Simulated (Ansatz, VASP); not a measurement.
## Two plane-wave programs on InPd

The input INCAR:

```
ALGO = Fast ; EDIFF = 1E-6
ENCUT = 520 ; GGA = PE
ISIF = 2 ; ISMEAR = 0
LASPH = True ; LCHARG = False
LREAL = False ; LWAVE = False
NBANDS = 18 ; NELM = 100
PREC = Accurate ; SIGMA = 0.15
```

Contents of KPOINTS:

```
k-points
0
Gamma
  14 14 14
```

File POSCAR:

```
InPd
1.0
    3.2718847800      0.0000000000      0.0000000000
    0.0000000000      3.2718847800      0.0000000000
    0.0000000000      0.0000000000      3.2718847800
In Pd
1 1
Direct
    0.0000000000      0.0000000000      0.0000000000
    0.4513738911      0.4513738911      0.4312322972
```

Input for Ansatz:

```yaml
crystal:
  lattice:
    - [3.27188478, 0.0, 0.0]
    - [0.0, 3.27188478, 0.0]
    - [0.0, 0.0, 3.27188478]
  atoms:
    - { symbol: In, position: [0.0, 0.0, 0.0] }
    - { symbol: Pd, position: [0.4513738911, 0.4513738911, 0.4312322972] }
basis:
  ecutwfc: 420
kpoints:
  mp_grid: { grid: [14, 14, 14] }
hamiltonian:
  xc: pbe
scf:
  occupations: { method: gaussian, width: 0.15 }
output:
  forces: true
  stress: true
  eigenvalues: true
```

Alike in both runs: task single point; functional PBE; k mesh 14 × 14 × 14; occupations gaussian, width 0.15 eV; no spin polarisation.

```csv
,VASP,Ansatz
version,VASP 6.6.1,Ansatz 0.2.0
potentials or method,"VASP PAW PBE potentials, release 64 (In_d, Pd), cutoff 520 eV","scalar-relativistic, plane waves, PAW"
valence electrons in the cell,23,31
```

VASP gave:

```
gap on the k mesh at the Fermi level (eV)                     : none
pressure (GPa)                                                : 9.0
traceless stress, the component that is largest in VASP (GPa) : 3.98
rms of the force components (eV/Å)                            : 1.034
```

Estimate Ansatz's values.

gap on the k mesh at the Fermi level (eV): none; pressure (GPa): 8.9; traceless stress, the component that is largest in VASP (GPa): 3.95; rms of the force components (eV/Å): 1.023.

Atom by atom the forces differ by 0.011 eV/Å (rms over components). A gap of «none» marks a metal or a gap that the smearing closes. With one functional, cell and mesh, what is left measures potentials, basis and numerics. VASP's potentials hold 23 valence electrons a cell and Ansatz's 31, so a difference there can come from the potentials and not from the codes.
